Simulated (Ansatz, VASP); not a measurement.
**AlN: VASP beside Ansatz**

Contents of INCAR:

```
SYSTEM = AlN
PREC = Accurate
ENCUT = 520
EDIFF = 1E-6
ISMEAR = 0
SIGMA = 0.02
LREAL = .False.
LASPH = .True.
NELM = 80
ALGO = Normal
ISIF = 2
LWAVE = .False.
LCHARG = .False.
GGA = PE
NBANDS = 16
```

File KPOINTS:

```
Automatic mesh
0
Gamma
  9 9 4
  0 0 0
```

File POSCAR:

```
AlN
1.0
    2.9745037892      0.0000000000      0.0000000000
   -1.4872518947      2.5759958451      0.0000000000
    0.0000000000      0.0000000000      5.3578051953
Al N
2 2
Direct
    0.6666666700      0.3333333300      1.0139189511
    0.3333333300      0.6666666700      0.5139189511
    0.6666666700      0.3333333300      0.6110810489
    0.3333333300      0.6666666700      0.1110810489
```

Input for Ansatz:

```yaml
crystal:
  lattice:
    - [2.9745037892, 0.0, 0.0]
    - [-1.4872518947, 2.5759958451, 0.0]
    - [0.0, 0.0, 5.3578051953]
  atoms:
    - { symbol: Al, position: [0.66666667, 0.33333333, 1.0139189511] }
    - { symbol: Al, position: [0.33333333, 0.66666667, 0.5139189511] }
    - { symbol: "N", position: [0.66666667, 0.33333333, 0.6110810489] }
    - { symbol: "N", position: [0.33333333, 0.66666667, 0.1110810489] }
basis:
  ecutwfc: 420
kpoints:
  mp_grid: { grid: [9, 9, 4] }
hamiltonian:
  xc: pbe
scf:
  occupations: { method: gaussian, width: 0.02 }
output:
  forces: true
  stress: true
  eigenvalues: true
  populations: true
```

Alike in both runs: task single point; functional PBE; k mesh 9 × 9 × 4; occupations gaussian, width 0.02 eV; no spin polarisation.

```csv
,VASP,Ansatz
version,VASP 6.6.1,Ansatz 0.2.0
potentials or method,"VASP PAW PBE potentials, release 64 (Al, N), cutoff 520 eV","scalar-relativistic, plane waves, PAW"
valence electrons in the cell,16,16
```

Ansatz gave:

| Quantity | Value |
| --- | --- |
| gap on the k mesh at the Fermi level (eV) | 4.07 |
| least direct gap on the mesh (eV) | 4.08 |
| pressure (GPa) | 18.1 |
| traceless stress, the component that is largest in VASP (GPa) | -34.76 |
| rms of the force components (eV/Å) | 0.918 |

Which values does VASP return?

gap on the k mesh at the Fermi level (eV): 4.08; least direct gap on the mesh (eV): 4.09; pressure (GPa): 17.9; traceless stress, the component that is largest in VASP (GPa): -34.98; rms of the force components (eV/Å): 0.919.

Atom by atom the forces differ by 0.001 eV/Å (rms over components).
